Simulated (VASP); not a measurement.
# Sr3AgIrO6 (R-3c) in VASP: single point with PBE+U

Aim: the single point of Sr3AgIrO6 with PBE+U.

Everything below comes from runs of VASP 6.6.1. Logs are shortened: lines on timing, memory, paths and dates and some standing lists are left out, and cuts for length are marked.

## (1) The cell of the first run

Symmetry: R-3c, No. 167, trigonal system. Conventional cell: a = 9.630 Å, b = 9.630 Å, c = 12.095 Å, α = 90.00°, β = 90.00°, γ = 120.00°. Sr (site symmetry 2) has 8 O at 2.59 to 2.79 Å and 2 Ir at 3.27 Å and 1 Ag at 3.42 Å within 3.5 Å. Within 3.5 Å of Ag (site symmetry 32) lie 6 O at 2.48 Å and 2 Ir at 3.02 Å and 3 Sr at 3.42 Å. Ir (site symmetry -3) has 6 O at 2.01 Å within 2.7 Å. O (site symmetry 1) has 1 Ir at 2.01 Å and 1 Ag at 2.48 Å and 4 Sr at 2.59 to 2.79 Å and 5 O at 2.83 to 2.95 Å within 3.0 Å.

## (2) Single point, PBE+U, collinear spin

INCAR reads:

```
PREC     = Accurate       # precision mode
ENCUT    = 520            # plane-wave cutoff, eV
EDIFF    = 1E-6           # SCF threshold, eV
ISMEAR   = 0              # smearing method
SIGMA    = 0.05           # smearing width, eV
LREAL    = Auto         
LASPH    = True           # aspherical terms in the spheres
NELM     = 150            # most SCF steps
ALGO     = Normal         # electronic algorithm
ISIF     = 2              # what is computed and relaxed
LWAVE    = False          # write WAVECAR
LCHARG   = True           # write CHGCAR
ISPIN    = 2              # spin polarisation
MAGMOM   = 0 0 0 0 0 0 0 0 2 -2 0 0 0 0 0 0 0 0 0 0 0 0 # initial moments
LORBIT   = 11             # projections on sites
LMAXMIX  = 4              # l up to which the mixer works
LDAU     = True           # DFT+U
LDAUTYPE = 2            
LDAUL    = -1 -1 2 -1     # shell
LDAUU    = 0 0 2 0        # U, eV
LDAUJ    = 0 0 0 0      
LDAUPRINT= 1            
GGA      = PE             # functional
LELF     = True           # ELF
LVHAR    = True         
NBANDS   = 107            # bands
```

KPOINTS reads:

```
regular mesh
0
Gamma
  2 2 2
```

POSCAR reads:

```
Sr3AgIrO6
1.0
    4.8148104878      2.7798321312      4.0317849109
   -4.8148104878      2.7798321312      4.0317849109
    0.0000000000     -5.5596642624      4.0317849109
Sr Ag Ir O
6 2 2 12
Direct
    0.3945329698      0.1054670302      0.7500000000
    0.7500000000      0.3945329698      0.1054670302
    0.6054670302      0.8945329698      0.2500000000
    0.1054670302      0.7500000000      0.3945329698
    0.8945329698      0.2500000000      0.6054670302
    0.2500000000      0.6054670302      0.8945329698
    0.2500000000      0.2500000000      0.2500000000
    0.7500000000      0.7500000000      0.7500000000
    0.5000000000      0.5000000000      0.5000000000
    1.0000000000      0.0000000000      1.0000000000
    0.2764688117      0.9390989842      0.0735155291
    0.0735155291      0.2764688117      0.9390989842
    0.9390989842      0.0735155291      0.2764688117
    0.5609010158      0.2235311883      0.4264844709
    0.4264844709      0.5609010158      0.2235311883
    0.2235311883      0.4264844709      0.5609010158
    0.7235311883      0.0609010158      0.9264844709
    0.9264844709      0.7235311883      0.0609010158
    0.0609010158      0.9264844709      0.7235311883
    0.4390989842      0.7764688117      0.5735155291
    0.7764688117      0.5735155291      0.4390989842
    0.5735155291      0.4390989842      0.7764688117
```

Potentials or basis: VASP PAW PBE potentials, release 64 (Sr_sv, Ag, Ir, O).

Run with:

```sh
> cat potpaw_PBE.64/Sr_sv/POTCAR potpaw_PBE.64/Ag/POTCAR potpaw_PBE.64/Ir/POTCAR potpaw_PBE.64/O/POTCAR > POTCAR
> mpirun -np 1 vasp_std > vasp.out
```

OUTCAR:

```text
PREC = Accurate
   ENCUT = 520
   EDIFF = 1E-6
   ISMEAR = 0
   LREAL = Auto
   LASPH = True
   NELM = 150
   ISIF = 2
   ISPIN = 2
   LORBIT = 11
   GGA = PE

 ion  position               nearest neighbor table
   1  0.395  0.105  0.750-  17 2.59  20 2.59  11 2.60  14 2.60  19 2.63  22 2.63  12 2.79  16 2.79
                             9 3.27  10 3.27   8 3.42   7 3.71   7 3.71   5 3.71   6 3.71   6 3.71
   2  0.750  0.395  0.105-  18 2.59  22 2.59  12 2.60  15 2.60  21 2.63  17 2.63  14 2.79  13 2.79
                             9 3.27  10 3.27   8 3.42   5 3.71   5 3.71   3 3.71   7 3.71   3 3.71
   3  0.605  0.895  0.250-  11 2.59  14 2.59  17 2.60  20 2.60  13 2.63  15 2.63  18 2.79  21 2.79
                             9 3.27  10 3.27   7 3.42   8 3.71   8 3.71   2 3.71   4 3.71   2 3.71
   4  0.105  0.750  0.395-  21 2.59  19 2.59  16 2.60  13 2.60  18 2.63  20 2.63  11 2.79  15 2.79
                            10 3.27   9 3.27   8 3.42   6 3.71   6 3.71   3 3.71   7 3.71   7 3.71
   5  0.895  0.250  0.605-  16 2.59  13 2.59  21 2.60  19 2.60  12 2.63  14 2.63  17 2.79  22 2.79
                            10 3.27   9 3.27   7 3.42   2 3.71   2 3.71   8 3.71   1 3.71   8 3.71
   6  0.250  0.605  0.895-  12 2.59  15 2.59  18 2.60  22 2.60  16 2.63  11 2.63  20 2.79  19 2.79
                             9 3.27  10 3.27   7 3.42   4 3.71   4 3.71   8 3.71   1 3.71   1 3.71
   7  0.250  0.250  0.250-  13 2.48  15 2.48  12 2.48  16 2.48  11 2.48  14 2.48   9 3.02  10 3.02
                             5 3.42   6 3.42   3 3.42   1 3.71   1 3.71   2 3.71   4 3.71   4 3.71
   8  0.750  0.750  0.750-  19 2.48  22 2.48  21 2.48  18 2.48  17 2.48  20 2.48   9 3.02  10 3.02
                             2 3.42   4 3.42   1 3.42   3 3.71   3 3.71   5 3.71   6 3.71   5 3.71
   9  0.500  0.500  0.500-  15 2.01  22 2.01  21 2.01  16 2.01  14 2.01  20 2.01   7 3.02   8 3.02
                             1 3.27   3 3.27   2 3.27   6 3.27   5 3.27   4 3.27
  10  0.000  0.000  0.000-  13 2.01  19 2.01  18 2.01  12 2.01  11 2.01  17 2.01   7 3.02   8 3.02
                             1 3.27   3 3.27   4 3.27   5 3.27   2 3.27   6 3.27
  11  0.276  0.939  0.074-  10 2.01   7 2.48   3 2.59   1 2.60   6 2.63   4 2.79
  12  0.074  0.276  0.939-  10 2.01   7 2.48   6 2.59   2 2.60   5 2.63   1 2.79
  13  0.939  0.074  0.276-  10 2.01   7 2.48   5 2.59   4 2.60   3 2.63   2 2.79
  14  0.561  0.224  0.426-   9 2.01   7 2.48   3 2.59   1 2.60   5 2.63   2 2.79
  15  0.426  0.561  0.224-   9 2.01   7 2.48   6 2.59   2 2.60   3 2.63   4 2.79
  16  0.224  0.426  0.561-   9 2.01   7 2.48   5 2.59   4 2.60   6 2.63   1 2.79
  17  0.724  0.061  0.926-  10 2.01   8 2.48   1 2.59   3 2.60   2 2.63   5 2.79
  18  0.926  0.724  0.061-  10 2.01   8 2.48   2 2.59   6 2.60   4 2.63   3 2.79
  19  0.061  0.926  0.724-  10 2.01   8 2.48   4 2.59   5 2.60   1 2.63   6 2.79
  20  0.439  0.776  0.574-   9 2.01   8 2.48   1 2.59   3 2.60   4 2.63   6 2.79
  21  0.776  0.574  0.439-   9 2.01   8 2.48   4 2.59   5 2.60   2 2.63   3 2.79
  22  0.574  0.439  0.776-   9 2.01   8 2.48   2 2.59   6 2.60   1 2.63   5 2.79

  LATTYP: Found a trigonal (rhomboedric) cell.
 ALAT       =     6.8676892969
 COS(alpha) =     0.0169692263

  Lattice vectors:

 A1 = (   4.8148104878,   2.7798321312,   4.0317849109)
 A2 = (  -4.8148104878,   2.7798321312,   4.0317849109)
 A3 = (   0.0000000000,  -5.5596642624,   4.0317849109)

Analysis of symmetry for initial positions (statically):
=====================================================================
 Subroutine PRICEL returns:
 Original cell was already a primitive cell.

 Routine SETGRP: Setting up the symmetry group for a
 trigonal (rhombohedral) supercell.

 Subroutine GETGRP returns: Found 12 space group operations
 (whereof  6 operations were pure point group operations)
 out of a pool of 12 trial point group operations.

The static configuration has the point symmetry S_6 .
 The point group associated with its full space group is D_3d.

Analysis of symmetry for dynamics (positions and initial velocities):
=====================================================================
 Subroutine PRICEL returns:
 Original cell was already a primitive cell.

 Routine SETGRP: Setting up the symmetry group for a
 trigonal (rhombohedral) supercell.

 Subroutine GETGRP returns: Found 12 space group operations
 (whereof  6 operations were pure point group operations)
 out of a pool of 12 trial point group operations.

The dynamic configuration has the point symmetry S_6 .
[... 219 lines left out ...]
 -0.0276  0.4996 -0.0000  0.0000  0.0138
  0.0000 -0.0000  0.9508 -0.0000 -0.0000
  0.0138  0.0000 -0.0000  0.4996  0.0276
 -0.0000  0.0138 -0.0000  0.0276  0.4892

spin component  2

  0.8291  0.1698  0.0000 -0.0644 -0.0000
  0.1698  0.6674  0.0000  0.0000 -0.0644
  0.0000  0.0000  0.9570  0.0000 -0.0000
 -0.0644  0.0000  0.0000  0.6674 -0.1698
 -0.0000 -0.0644 -0.0000 -0.1698  0.8291

 occupancies and eigenvectors

  o =  0.4631  v = -0.6831 -0.6455  0.0000 -0.0001  0.3417  0.0000  0.0000  0.0000  0.0000  0.0000      0.0000  0.0000  0.0000  0.0000  0.0000  0.0000  0.0000  0.0000  0.0000  0.0000
  o =  0.4631  v = -0.3417 -0.0001 -0.0000  0.6455 -0.6831  0.0000  0.0000  0.0000  0.0000  0.0000      0.0000  0.0000  0.0000  0.0000  0.0000  0.0000  0.0000  0.0000  0.0000  0.0000
  o =  0.5256  v =  0.5773 -0.7638 -0.0000 -0.0001 -0.2888  0.0000  0.0000  0.0000  0.0000  0.0000      0.0000  0.0000  0.0000  0.0000  0.0000  0.0000  0.0000  0.0000  0.0000  0.0000
  o =  0.5256  v = -0.2888  0.0001 -0.0000 -0.7638 -0.5773  0.0000  0.0000  0.0000  0.0000  0.0000      0.0000  0.0000  0.0000  0.0000  0.0000  0.0000  0.0000  0.0000  0.0000  0.0000
  o =  0.5494  v =  0.0000  0.0000  0.0000  0.0000  0.0000 -0.5093  0.8387  0.0000  0.0000  0.1932      0.0000  0.0000  0.0000  0.0000  0.0000  0.0000  0.0000  0.0000  0.0000  0.0000
  o =  0.5494  v =  0.0000  0.0000  0.0000  0.0000  0.0000 -0.1932  0.0000 -0.0000 -0.8387 -0.5093      0.0000  0.0000  0.0000  0.0000  0.0000  0.0000  0.0000  0.0000  0.0000  0.0000
  o =  0.9470  v =  0.0000  0.0000  0.0000  0.0000  0.0000  0.7841  0.5447 -0.0000  0.0000 -0.2974      0.0000  0.0000  0.0000  0.0000  0.0000  0.0000  0.0000  0.0000  0.0000  0.0000
  o =  0.9470  v =  0.0000  0.0000  0.0000  0.0000  0.0000  0.2974  0.0000  0.0000 -0.5447  0.7841      0.0000  0.0000  0.0000  0.0000  0.0000  0.0000  0.0000  0.0000  0.0000  0.0000
  o =  0.9508  v = -0.0000 -0.0000  1.0000 -0.0000 -0.0000  0.0000  0.0000  0.0000  0.0000  0.0000      0.0000  0.0000  0.0000  0.0000  0.0000  0.0000  0.0000  0.0000  0.0000  0.0000
  o =  0.9570  v =  0.0000  0.0000  0.0000  0.0000  0.0000 -0.0000  0.0000  1.0000  0.0000 -0.0000      0.0000  0.0000  0.0000  0.0000  0.0000  0.0000  0.0000  0.0000  0.0000  0.0000

 number of electron     172.0000006 magnetization      -0.0000000

 Free energy of the ion-electron system (eV)
  ---------------------------------------------------
  ext. energy  EPLUGINS =         0.00000000
  ---------------------------------------------------
  free energy    TOTEN  =      -129.53654184 eV

  energy without entropy =     -129.53654183  energy(sigma->0) =     -129.53654184

 E-fermi :   3.9453     XC(G=0): -10.6191

 val. band max:        3.7619926608   @ k =   0.0000   0.0000   0.0000
 cond. band min:       4.1361841078   @ k =   0.5000   0.0000   0.0000
 fundamental gap:      0.3741914470
 Fermi energy:         3.9452710905

 spin component 1

 k-point     1 :       0.0000    0.0000    0.0000
  band No.  band energies     occupation
      1     -29.8943      1.00000
      2     -29.8469      1.00000
      3     -29.8469      1.00000
      4     -29.8284      1.00000
      5     -29.8284      1.00000
      6     -29.8054      1.00000
[... 393 lines left out ...]
     97       8.1946      0.00000
     98       8.1946      0.00000
 Fermi energy:         3.9452710905

 spin component 2

 k-point     1 :       0.0000    0.0000    0.0000
  band No.  band energies     occupation
      1     -29.8943      1.00000
      2     -29.8469      1.00000
      3     -29.8469      1.00000
      4     -29.8284      1.00000
      5     -29.8284      1.00000
      6     -29.8054      1.00000
[... 393 lines left out ...]
     97       8.1946      0.00000
     98       8.1946      0.00000
 [bands above 98 left out]

------------------------ aborting loop because EDIFF is reached ----------------------------------------

  FORCE on cell =-STRESS in cart. coord.  units (eV):
  Direction    XX          YY          ZZ          XY          YZ          ZX
  --------------------------------------------------------------------------------------
  -------------------------------------------------------------------------------------
  Total        0.5534669      0.5534669      0.3226431     -0.0000000      0.0000000      0.0000000
  in kB        2.7387718      2.7387718      1.5965650     -0.0000000      0.0000000      0.0000000
  external PRESSURE =       2.3580362 kB  Pullay stress =       0.0000000 kB

 VOLUME and BASIS-vectors are now :
 -----------------------------------------------------------------------------
  energy-cutoff  :      520.00
  volume of cell :      323.78
      direct lattice vectors                 reciprocal lattice vectors
     4.814810488  2.779832131  4.031784911     0.103846247  0.059955659  0.082676368
    -4.814810488  2.779832131  4.031784911    -0.103846247  0.059955659  0.082676368
     0.000000000 -5.559664262  4.031784911     0.000000000 -0.119911318  0.082676368

 POSITION                                       TOTAL-FORCE (eV/Angst)
 -----------------------------------------------------------------------------------
      1.39180     -2.77983      5.03973         0.012362      0.000000     -0.000000
      1.71151      2.59525      5.03973        -0.006181      0.010706     -0.000000
     -1.39180      2.77983      7.05562        -0.012362      0.000000     -0.000000
     -3.10330      0.18458      5.03973        -0.006181     -0.010706     -0.000000
      3.10330     -0.18458      7.05562         0.006181      0.010706     -0.000000
     -1.71151     -2.59525      7.05562         0.006181     -0.010706     -0.000000
[... 14 lines left out ...]
      0.97718      1.31149      7.21320        -0.021048     -0.016229      0.015020
      0.64719     -1.50201      7.21320        -0.003530      0.026343      0.015020
 -----------------------------------------------------------------------------------
    total drift:                                0.000000      0.000000     -0.000000

  FREE ENERGIE OF THE ION-ELECTRON SYSTEM (eV)
  ---------------------------------------------------
  free  energy   TOTEN  =      -129.5365418425 eV

  energy  without entropy=     -129.5365418320  energy(sigma->0) =     -129.53654184

 total charge

# of ion       s       p       d       tot
------------------------------------------
    1        2.002   5.797   0.219   8.019
    2        2.002   5.797   0.219   8.019
    3        2.002   5.797   0.219   8.019
    4        2.002   5.797   0.219   8.019
    5        2.002   5.797   0.219   8.019
    6        2.002   5.797   0.219   8.019
[... 14 lines left out ...]
   21        1.563   3.400   0.000   4.963
   22        1.563   3.400   0.000   4.963
--------------------------------------------------
tot         32.584  77.745  33.538 143.866

 magnetization (x)

# of ion       s       p       d       tot
------------------------------------------
    1        0.000   0.000   0.000   0.000
    2        0.000   0.000   0.000   0.000
    3        0.000   0.000   0.000   0.000
    4        0.000   0.000   0.000   0.000
    5        0.000   0.000   0.000   0.000
    6        0.000   0.000   0.000   0.000
[... 14 lines left out ...]
   21        0.001   0.082   0.000   0.083
   22        0.001   0.082   0.000   0.083
--------------------------------------------------
tot         -0.000   0.000   0.000  -0.000
```

It took 17 min on 1 thread of AMD EPYC 7R43 (Zen 3), shared host; peak memory 0.58 GiB.

What came out:

```yaml
Free_energy: -129.5365 eV
Pressure: 0.2 GPa
Largest_force: 0.031 eV/Å
Band_gap_on_the_k_mesh: 0.37 eV (least direct gap 0.39 eV)
Net_moment: 0.00 μB per cell
Site_moments: Sr +0.00; Ag +0.00; Ir +1.03, -1.03; O -0.08, +0.08 (each value once) μB
Valence_electrons_inside_the_program's_atomic_spheres: Sr 8.02; Ag 9.75; Ir 8.35; O 4.96
```

Forces on the atoms (eV/Å):
```
Sr   0.012  0.000  0.000
Sr  -0.006  0.011  0.000
Sr  -0.012  0.000  0.000
Sr  -0.006 -0.011  0.000
Sr   0.006  0.011  0.000
Sr   0.006 -0.011  0.000
Ag   0.000  0.000  0.000
Ag   0.000  0.000  0.000
Ir   0.000  0.000  0.000
Ir   0.000  0.000  0.000
O   -0.025 -0.010  0.015
O    0.021 -0.016  0.015
O    0.004  0.026  0.015
O   -0.025  0.010 -0.015
O    0.004 -0.026 -0.015
O    0.021  0.016 -0.015
O    0.025  0.010 -0.015
O   -0.021  0.016 -0.015
O   -0.004 -0.026 -0.015
O    0.025 -0.010  0.015
O   -0.021 -0.016  0.015
O   -0.004  0.026  0.015
```

Levels at points of the mesh, in eV from the valence-band top:
Spin up:
| k point | band 83 | band 84 | band 85 | band 86 | band 87 | band 88 | band 89 | band 90 |
| --- | --- | --- | --- | --- | --- | --- | --- | --- |
| (0.00, 0.00, 0.00) | -0.73 | -0.73 | -0.66 | 0.00 | 0.39 | 0.39 | 2.07 | 3.10 |
| (0.50, 0.00, 0.00) | -0.56 | -0.36 | -0.35 | -0.22 | 0.37 | 0.49 | 2.89 | 2.99 |
| (0.50, 0.50, 0.00) | -0.70 | -0.60 | -0.47 | -0.27 | 0.44 | 0.56 | 3.00 | 3.28 |
| (0.50, 0.50, 0.50) | -0.65 | -0.47 | -0.47 | -0.34 | 0.48 | 0.48 | 3.37 | 3.37 |
Spin down:
```
           k point  band 82  band 83  band 84  band 85  band 86  band 87  band 88  band 89  band 90  band 91
(0.00, 0.00, 0.00)    -0.84    -0.73    -0.73    -0.66     0.00     0.39     0.39     2.07     3.10     3.10
(0.50, 0.00, 0.00)    -0.87    -0.56    -0.36    -0.35    -0.22     0.37     0.49     2.89     2.99     3.17
(0.50, 0.50, 0.00)    -0.71    -0.70    -0.60    -0.47    -0.27     0.44     0.56     3.00     3.28     3.40
(0.50, 0.50, 0.50)    -0.86    -0.65    -0.47    -0.47    -0.34     0.48     0.48     3.37     3.37     3.49
```

Eigenvalues of the final occupation matrices:
| site | spin | trace | eigenvalues |
| --- | --- | --- | --- |
| site 9 d | 1 | 3.95 | 0.55 0.55 0.95 0.95 0.96 |
| site 9 d | 2 | 2.93 | 0.46 0.46 0.53 0.53 0.95 |
| site 10 d | 1 | 2.93 | 0.46 0.46 0.53 0.53 0.95 |
| site 10 d | 2 | 3.95 | 0.55 0.55 0.95 0.95 0.96 |

Caveat: the k points lie up to 0.46 Å⁻¹ apart; spin-orbit coupling is left out, which moves the levels of the heavy elements. A k mesh can miss the band edges.
